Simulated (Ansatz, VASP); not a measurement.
Two plane-wave programs on KI

The input POSCAR:

```
KI
1.0
    0.0000000000      3.5327800000      3.5327800000
    3.5327800000      0.0000000000      3.5327800000
    3.5327800000      3.5327800000      0.0000000000
K I
1 1
Direct
    0.9927000000      0.0452400000      0.9804300000
    0.4514576580      0.5396223420      0.5448623420
```

File INCAR.step1:

```
SYSTEM = KI
ALGO = Normal
EDIFF = 1E-5
ENCUT = 550
GGA = PE
GGA_COMPAT = .FALSE.
ISMEAR = -1
LASPH = .TRUE.
LCHARG = .FALSE.
LREAL = .FALSE.
LWAVE = .TRUE.
NBANDS = 15
NELM = 120
PREC = Accurate
SIGMA = 0.05
```

Contents of INCAR.step2:

```
SYSTEM = KI
ALGO = Normal
EDIFF = 1E-6
ENCUT = 550
GGA_COMPAT = .FALSE.
ISIF = 2
ISMEAR = -1
ISTART = 1
LASPH = .TRUE.
LCHARG = .FALSE.
LMIXTAU = .TRUE.
LREAL = .FALSE.
LWAVE = .FALSE.
METAGGA = R2SCAN
NBANDS = 15
NELM = 120
PREC = Accurate
SIGMA = 0.05
```

File KPOINTS:

```
k-points
0
G
  3 3 3
  0 0 0
```

Input for Ansatz:

```yaml
crystal:
  lattice:
    - [0.0, 3.53278, 3.53278]
    - [3.53278, 0.0, 3.53278]
    - [3.53278, 3.53278, 0.0]
  atoms:
    - { symbol: K, position: [0.9927, 0.04524, 0.98043] }
    - { symbol: I, position: [0.4514576579917232, 0.5396223420082767, 0.5448623420082768] }
basis:
  ecutwfc: 650.0
  xc_grid: 2
kpoints:
  mp_grid:
    grid: [3, 3, 3]
hamiltonian:
  xc: r2scan
scf:
  convergence:
    dr2_threshold: 1.0e-09
  occupations:
    method: fermi_dirac
    width: 0.05
output:
  forces: true
  stress: true
```

Alike in both runs: task single point; functional r2SCAN; k mesh 3 × 3 × 3; occupations fermi-dirac, width 0.05 eV; no spin polarisation.

|  | VASP | Ansatz |
| --- | --- | --- |
| version | VASP 6.6.1 | Ansatz 0.2.0 |
| potentials or method | VASP PAW PBE potentials, release 64 (K_sv, I), cutoff 550 eV | plane waves, PAW |
| valence electrons in the cell | 16 | 26 |

|  | VASP | Ansatz | Ansatz less VASP |
| --- | --- | --- | --- |
| pressure (GPa) | 0.5 | 0.5 | -0.01 |
| traceless stress, the component that is largest in VASP (GPa) | -0.31 | -0.30 | +0.003 |
| rms of the force components (eV/Å) | 0.196 | 0.194 | -0.0021 |

VASP's potentials were made for PBE, not for r2SCAN. Atom by atom the forces differ by 0.002 eV/Å (rms over components). With one functional, cell and mesh, what is left measures potentials, basis and numerics. VASP's potentials hold 16 valence electrons a cell and Ansatz's 26, so a difference there can come from the potentials and not from the codes. Ansatz's warnings: stress scf threshold loose.

The k mesh is coarse, so the values compare programs but aren't converged. Spin-orbit coupling is off throughout.
